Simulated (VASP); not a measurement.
Input of a VASP 6.6.1 run:

Contents of INCAR:

```
PREC = Accurate ; ENCUT = 520
EDIFF = 1E-6 ; ISMEAR = 0
SIGMA = 0.1 ; LREAL = False
LASPH = True ; NELM = 80
ALGO = Normal ; ISIF = 2
LWAVE = False ; LCHARG = True
GGA = PE ; LELF = True
LVHAR = True ; NBANDS = 27
```

File KPOINTS:

```
Automatic mesh
0
Gamma
  6 6 6
```

Contents of POSCAR:

```
Ga2C3
1.0
    1.5402927400      0.8892884280      7.1400381720
   -1.5402927400      0.8892884280      7.1400381720
    0.0000000000     -1.7785768561      7.1400381720
Ga C
2 3
Direct
    0.4000000000      0.4000000000      0.4000000000
    0.6000000000      0.6000000000      0.6000000000
    0.0000000000      0.0000000000      0.0000000000
    0.2095000000      0.2095000000      0.2095000000
    0.7905000000      0.7905000000      0.7905000000
```

Potentials or basis: VASP PAW PBE potentials, release 64 (Ga_d, C).

Launch:

```console
$ cat potpaw_PBE.64/Ga_d/POTCAR potpaw_PBE.64/C/POTCAR > POTCAR
$ mpirun -np 1 vasp_std > vasp.out
```

Problem. What does it give for the band gap on the k mesh?

Solution. Zero (band 19 reaches 6.53 eV, above the bottom of band 20 at 4.05 eV).

Problem. Predict the largest force.

Solution. 1.319 eV/Å.

Problem. What does it give for the pressure?

Solution. -10.0 GPa.

Forces in eV/Å, atoms in the order of the input:
```
Ga   0.000  0.000 -0.367
Ga   0.000  0.000  0.367
C    0.000  0.000  0.000
C    0.000  0.000 -1.319
C    0.000  0.000  1.319
```

Caveat: the k points lie up to 0.40 Å⁻¹ apart; forces of over 1 eV/Å act on the atoms, so gaps and moduli don't describe the material at rest.
